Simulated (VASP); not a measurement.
# Ti (P4/nmm) in VASP: notebook, part 2 of 2

VASP 6.6.1.

## 3. Single point, PBEsol (atoms displaced along a vibrational mode)

File INCAR:

```
  PREC = Accurate
  ENCUT = 520
  EDIFF = 1E-6
  ISMEAR = 0
  SIGMA = 0.15
  LREAL = F
  LASPH = T
  NELM = 100
  ALGO = Fast
  ISIF = 2
  LWAVE = F
  LCHARG = F
  GGA = PS
  NBANDS = 19
```

File KPOINTS:

```
Automatic mesh
0
Gamma
  18 18 18
```

File POSCAR:

```
Ti
1.0
    0.0000000000     -3.2102321259      0.0000000000
   -3.2102321259      0.0000000000      0.0000000000
    0.0000000000      0.0000000000     -3.2102321259
Ti
2
Direct
    0.5000000000      0.5000000000      0.5311503954
    0.0000000000      0.0000000000     -0.0311503954
```

Potentials or basis: VASP PAW PBE potentials, release 64 (Ti_sv).

The run is started by

```
$ cat potpaw_PBE.64/Ti_sv/POTCAR > POTCAR
$ mpirun -np 1 vasp_std > vasp.out
```

OUTCAR:

```text
PREC = Accurate
   ENCUT = 520
   EDIFF = 1E-6
   ISMEAR = 0
   LREAL = F
   LASPH = T
   NELM = 100
   ISIF = 2
   GGA = PS

 ion  position               nearest neighbor table
   1  0.500  0.500  0.531-   2 2.67   2 2.67   2 2.67   2 2.67   2 2.90   2 2.90   2 2.90   2 2.90

   2  0.000  0.000  0.969-   1 2.67   1 2.67   1 2.67   1 2.67   1 2.90   1 2.90   1 2.90   1 2.90

  LATTYP: Found a simple cubic cell.
 ALAT       =     3.2102321259

  Lattice vectors:

[... 716 lines left out ...]

 [... further k-points ...]

------------------------ aborting loop because EDIFF is reached ----------------------------------------

  FORCE on cell =-STRESS in cart. coord.  units (eV):
  Direction    XX          YY          ZZ          XY          YZ          ZX
  --------------------------------------------------------------------------------------
  -------------------------------------------------------------------------------------
  Total        0.1841142      0.1841142     -0.0182182      0.0000000     -0.0000000      0.0000000
  in kB        8.9163818      8.9163818     -0.8822806      0.0000000     -0.0000000      0.0000000
  external PRESSURE =       5.6501610 kB  Pullay stress =       0.0000000 kB

 VOLUME and BASIS-vectors are now :
 -----------------------------------------------------------------------------
  energy-cutoff  :      520.00
  volume of cell :       33.08
      direct lattice vectors                 reciprocal lattice vectors
     0.000000000 -3.210232126  0.000000000     0.000000000 -0.311503954  0.000000000
    -3.210232126  0.000000000  0.000000000    -0.311503954  0.000000000  0.000000000
     0.000000000  0.000000000 -3.210232126     0.000000000  0.000000000 -0.311503954

 POSITION                                       TOTAL-FORCE (eV/Angst)
 -----------------------------------------------------------------------------------
     -1.60512     -1.60512     -1.70512        -0.000000      0.000000      0.980080
      0.00000      0.00000     -3.11023         0.000000     -0.000000     -0.980080
 -----------------------------------------------------------------------------------
    total drift:                                0.000000     -0.000000     -0.000000

  FREE ENERGIE OF THE ION-ELECTRON SYSTEM (eV)
  ---------------------------------------------------
  free  energy   TOTEN  =       -16.4007124691 eV

  energy  without entropy=      -16.3535237068  energy(sigma->0) =      -16.37711809
```

It took 10 min on 1 thread of AMD EPYC 7R13 (Zen 3), shared host; peak memory 0.34 GiB.

What came out:

```yaml
Free_energy: -16.4007 eV
Pressure: 0.6 GPa
Largest_force: 0.980 eV/Å
Band_gap_on_the_k_mesh: zero (bands 12 and 13 overlap by 1.63 eV)
```

Forces in eV/Å, atoms in the order of the input:
```
Ti   0.000  0.000  0.980
Ti   0.000  0.000 -0.980
```

Stress tensor (GPa, compression positive):
```
 0.89  0.00  0.00
 0.00  0.89  0.00
 0.00  0.00 -0.09
```

Levels at points of the mesh, in eV from the Fermi level:
```tsv
k point	band 9	band 10	band 11	band 12	band 13	band 14	band 15	band 16
(0.00, 0.00, 0.00)	-6.02	-2.33	-2.18	0.93	1.12	1.12	2.66	3.01
(0.50, 0.00, 0.00)	-2.61	-2.61	-0.27	-0.27	1.15	1.15	1.75	1.75
(0.00, 0.00, 0.50)	-2.64	-2.58	-0.66	0.72	1.32	1.32	1.45	1.45
(0.50, 0.50, 0.00)	-2.51	-2.51	-0.32	-0.32	1.34	1.34	2.81	2.81
(0.00, 0.50, 0.50)	-2.57	-2.57	-0.46	-0.46	1.26	1.26	3.08	3.08
(0.50, 0.50, 0.50)	-0.80	-0.80	-0.58	-0.58	-0.36	-0.36	3.36	3.36
```

Caveat: the cell differs from its parent crystal (atoms displaced along a vibrational mode); the PAW data sets were made with another functional, which shifts forces and pressure a little.

## 4. Single point, PBEsol (atoms displaced along a vibrational mode)

File INCAR:

```
SYSTEM = Ti
PREC = Accurate
ENCUT = 520
EDIFF = 1E-7
ISMEAR = 0
SIGMA = 0.15
LREAL = .FALSE.
LASPH = .TRUE.
NELM = 100
ALGO = Fast
ISIF = 2
LWAVE = .FALSE.
LCHARG = .FALSE.
GGA = PS
NBANDS = 19
```

File KPOINTS:

```
Automatic mesh
0
G
  18 18 18
  0 0 0
```

File POSCAR:

```
Ti
1.0
    0.0000000000     -3.2102321259      0.0000000000
   -3.2102321259      0.0000000000      0.0000000000
    0.0000000000      0.0000000000     -3.2102321259
Ti
2
Direct
    0.5000000000      0.5000000000      0.4454868081
    0.0000000000      0.0000000000      0.0545131919
```

The run is started by

```
$ cat potpaw_PBE.64/Ti_sv/POTCAR > POTCAR
$ mpirun -np 1 vasp_std > vasp.out
```

It took 12 min on 1 thread of AMD EPYC 7R13 (Zen 3), shared host; peak memory 0.34 GiB.

Results (log left out):

```yaml
Free_energy: -16.1960 eV
Pressure: 2.5 GPa
Largest_force: 1.698 eV/Å
Band_gap_on_the_k_mesh: zero (bands 12 and 13 overlap by 1.70 eV)
```

Forces on the atoms (eV/Å):
```
Ti   0.000  0.000 -1.698
Ti   0.000  0.000  1.698
```

Stress tensor (GPa, compression positive):
```
 4.19  0.00  0.00
 0.00  4.19  0.00
 0.00  0.00 -0.83
```

Levels at points of the mesh, in eV from the Fermi level:
```csv
k point,band 9,band 10,band 11,band 12,band 13,band 14,band 15,band 16
"(0.00, 0.00, 0.00)",-5.97,-2.46,-1.99,0.72,1.30,1.30,2.20,3.21
"(0.50, 0.00, 0.00)",-2.56,-2.56,-0.60,-0.60,0.87,0.87,2.30,2.30
"(0.00, 0.00, 0.50)",-2.63,-2.49,-1.15,1.27,1.27,1.31,1.38,1.57
"(0.50, 0.50, 0.00)",-2.37,-2.37,-0.05,-0.05,1.40,1.40,2.59,2.59
"(0.00, 0.50, 0.50)",-2.57,-2.57,-0.48,-0.48,1.17,1.17,3.22,3.22
"(0.50, 0.50, 0.50)",-0.93,-0.93,-0.51,-0.51,-0.09,-0.09,3.35,3.35
```

Caveat: the cell differs from its parent crystal (atoms displaced along a vibrational mode); the PAW data sets were made with another functional, which shifts forces and pressure a little.

## 5. The runs side by side

```csv
cell,further INCAR settings,gap on the mesh (eV),pressure (GPa),largest force (eV/Å)
"as given, atomic positions A",ALGO = Fast; EDIFF = 1e-06; NBANDS = 19,none,1.9,1.50
"as given, atomic positions B",ALGO = Fast; EDIFF = 1e-06; NBANDS = 19,none,0.6,0.98
"as given, atomic positions C",ALGO = Fast; EDIFF = 1e-07; NBANDS = 19,none,2.5,1.70
```

Alike in all rows: task single point; level PBEsol; potentials or basis VASP PAW PBE potentials, release 64 (Ti_sv); no spin polarisation; k mesh 18 × 18 × 18; cutoff (eV) 520; smearing gaussian 0.15 eV.

Caveats: the PAW data sets were made with another functional, which shifts forces and pressure a little.

Absolute energies hang on the potentials; compare differences alone.
